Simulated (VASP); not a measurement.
Wanted: the native input for a VASP 6.6.1 run.

```
Task                   : single point
Functional             : PBE
Potentials or basis    : VASP PAW PBE potentials, release 64 (K_sv, Cl)
Cutoff                 : 520 eV
k mesh                 : 8 × 8 × 8
Occupations            : gaussian, width 0.01 eV
Spin                   : no spin polarisation
Dipole correction      : no
Further INCAR settings : ALGO = Normal; EDIFF = 1e-07; NBANDS = 15
```

The structure of KCl lies in POSCAR:

```
KCl
1.0
    0.0000000000      3.1448483099      3.1448483099
    3.1448483099      0.0000000000      3.1448483099
    3.1448483099      3.1448483099      0.0000000000
K Cl
1 1
Direct
    0.0000000000      0.0000000000      0.0000000000
    0.5000000000      0.5000000000      0.5000000000
```

These files were run (other wordings do the same):

INCAR

```
PREC     = Accurate       # precision mode
ENCUT    = 520            # plane-wave cutoff, eV
EDIFF    = 1E-7           # SCF threshold, eV
ISMEAR   = 0              # smearing method
SIGMA    = 0.01           # smearing width, eV
LREAL    = F              # projectors in reciprocal space
LASPH    = T              # aspherical terms in the spheres
NELM     = 80             # most SCF steps
ALGO     = Normal         # electronic algorithm
ISIF     = 2              # what is computed and relaxed
LWAVE    = F              # write WAVECAR
LCHARG   = F              # write CHGCAR
GGA      = PE             # functional
NBANDS   = 15             # bands
```

KPOINTS

```
Automatic mesh
0
Gamma
  8 8 8
```

Potentials or basis: VASP PAW PBE potentials, release 64 (K_sv, Cl).

Run with:

```sh
$ cat potpaw_PBE.64/K_sv/POTCAR potpaw_PBE.64/Cl/POTCAR > POTCAR
$ mpirun -np 1 vasp_std > vasp.out
```

Results of the run:

```
Pressure               : 0.8 GPa
Band gap on the k mesh : 5.19 eV, direct
```

Wall time 19 s on 1 thread of Intel(R) Xeon(R) Platinum 8559C (Emerald Rapids) (shared host), peak memory 0.2 GiB.
